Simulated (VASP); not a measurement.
Input of a VASP 6.6.1 run:

Contents of INCAR:

```
SYSTEM = Ni
PREC = Accurate
ENCUT = 520
EDIFF = 1E-7
ISMEAR = -1
SIGMA = 0.05
LREAL = .FALSE.
LASPH = .TRUE.
NELM = 150
ALGO = Normal
ISIF = 2
LWAVE = .FALSE.
LCHARG = .TRUE.
ISPIN = 2
MAGMOM = 0.97
LORBIT = 11
NUPDOWN = 0.97
LMAXMIX = 4
GGA = PE
LELF = .TRUE.
LVHAR = .TRUE.
NBANDS = 15
```

File KPOINTS:

```
Automatic mesh
0
G
  15 15 15
  0 0 0
```

Contents of POSCAR:

```
Ni
1.0
    0.0000000000      1.7724000000      1.7724000000
    1.7724000000      0.0000000000      1.7724000000
    1.7724000000      1.7724000000      0.0000000000
Ni
1
Direct
    0.0000000000      0.0000000000      0.0000000000
```

Potentials or basis: VASP PAW PBE potentials, release 64 (Ni).

Run with:

```console
$ cat potpaw_PBE.64/Ni/POTCAR > POTCAR
$ mpirun -np 1 vasp_std > vasp.out
```

(1) Predict the pressure.

Results:

(1) -1.4 GPa.

Caveat: the total moment is fixed, so each spin has its own Fermi level.
